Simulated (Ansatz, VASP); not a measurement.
## One calculation of AlP, two programs

Contents of INCAR:

```
PREC = Accurate
ENCUT = 500
EDIFF = 1E-6
ISMEAR = 0
SIGMA = 0.1
LREAL = False
LASPH = True
NELM = 120
ALGO = Normal
ISIF = 2
LWAVE = False
LCHARG = False
NBANDS = 11
GGA_COMPAT = False
```

File KPOINTS:

```
Automatic mesh
0
Gamma
  6 6 6
```

The input POSCAR:

```
AlP
1.0
    0.0000000000      2.7364837100      2.7364837100
    2.7364837100      0.0000000000      2.7364837100
    2.7364837100      2.7364837100      0.0000000000
Al P
1 1
Direct
    0.0000000000      0.0000000000      0.0000000000
    0.2500000000      0.2500000000      0.2500000000
```

Input for Ansatz:

```yaml
crystal:
  lattice:
    - [0.0, 2.73648371, 2.73648371]
    - [2.73648371, 0.0, 2.73648371]
    - [2.73648371, 2.73648371, 0.0]
  atoms:
    - { symbol: Al, position: [0.0, 0.0, 0.0] }
    - { symbol: P, position: [0.25, 0.25, 0.25] }
basis:
  ecutwfc: 420
kpoints:
  mp_grid: { grid: [6, 6, 6] }
hamiltonian:
  xc: lda
scf:
  occupations: { method: gaussian, width: 0.1 }
output:
  forces: true
  stress: true
  eigenvalues: true
```

Alike in both runs: task single point; functional LDA; k mesh 6 × 6 × 6; occupations gaussian, width 0.1 eV; no spin polarisation.

|  | VASP | Ansatz |
| --- | --- | --- |
| version | VASP 6.6.1 | Ansatz 0.2.0 |
| potentials or method | VASP PAW LDA potentials, release 64 (Al, P), cutoff 500 eV | scalar-relativistic, plane waves, PAW |
| valence electrons in the cell | 8 | 8 |

|  | VASP | Ansatz | Ansatz less VASP |
| --- | --- | --- | --- |
| gap on the k mesh at the Fermi level (eV) | 1.45 | 1.46 | +0.005 |
| least direct gap on the mesh (eV) | 3.06 | 3.04 | -0.013 |
| pressure (GPa) | -1.8 | -1.8 | -0.05 |

LDA's correlation is that of Perdew and Zunger in VASP and of Perdew and Wang (1992) in Ansatz.
